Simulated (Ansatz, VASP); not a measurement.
**Ga: VASP beside Ansatz**

```
Ga
1.0
     2.23598   -3.79683    0.00000
     2.23598    3.79683    0.00000
     0.00000    0.00000    4.49206
Ga
4
Direct
  0.65599 0.34401 0.41664
  0.84401 0.15599 0.91664
  0.34401 0.65599 0.58336
  0.15599 0.84401 0.08336
```

Alike in both runs: functional PBEsol; k mesh 12 × 12 × 10; occupations gaussian, width 0.1 eV; no spin polarisation.

Ansatz relaxed the structure, and its values are those at the end. VASP's run is a single point on that final structure, the one shown.

```csv
,VASP,Ansatz
version,VASP 6.6.1,Ansatz 0.2.0
potentials or method,"VASP PAW PBE potentials, release 64 (Ga_d), cutoff 520 eV","scalar-relativistic, plane waves, PAW"
valence electrons in the cell,52,52
```

|  | VASP | Ansatz | Ansatz less VASP |
| --- | --- | --- | --- |
| gap on the k mesh at the Fermi level (eV) | none | none | - |
| pressure (GPa) | 0.0 | 0.0 | -0.04 |

VASP's potentials were made for PBE, not for PBEsol. A gap of «none» marks a metal or a gap that the smearing closes.
